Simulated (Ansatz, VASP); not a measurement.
# LiCdSbS4: VASP beside Ansatz

```
Li Cd Sb S
1.0
   -10.20209    0.00000    0.00000
     0.00000   -5.03804    3.16017
     0.00000    5.03804    3.16017
Li Cd Sb S
2 2 2 8
Direct
  0.00000 0.00000 0.00000
  0.50000 0.00000 0.00000
  0.25000 0.61211 0.27383
  0.75000 0.27383 0.61211
  0.25000 0.27010 0.70570
  0.75000 0.70570 0.27010
  0.58340 0.91330 0.46410
  0.41660 0.46410 0.91330
  0.91660 0.91330 0.46410
  0.08340 0.46410 0.91330
  0.25000 0.91470 0.70910
  0.75000 0.70910 0.91470
  0.25000 0.19580 0.32820
  0.75000 0.32820 0.19580
```

Alike in both runs: task single point; functional PBE; k mesh 3 × 5 × 5; no spin polarisation.

|  | VASP | Ansatz |
| --- | --- | --- |
| version | VASP 6.6.1 | Ansatz 0.2.0 |
| potentials or method | VASP PAW PBE potentials, release 64 (Li_sv, Cd, Sb, S), cutoff 520 eV | PAW plane waves |
| occupations | fermi-dirac, width 0.1 eV | fermi-dirac |
| valence electrons in the cell | 88 | 124 |

Ansatz gave:

- rms of the force components (eV/Å): 2.679

**Question.** Which values does VASP return?

**Answer.** rms of the force components (eV/Å): 2.774.

Atom by atom the forces differ by 0.095 eV/Å (rms over components). VASP's potentials hold 88 valence electrons a cell and Ansatz's 124, so a difference there can come from the potentials and not from the codes.

Neither program's run includes spin-orbit coupling. Noted on VASP's run: the cutoff is under 1.25 times that of the potentials, so the pressure is a little rough.
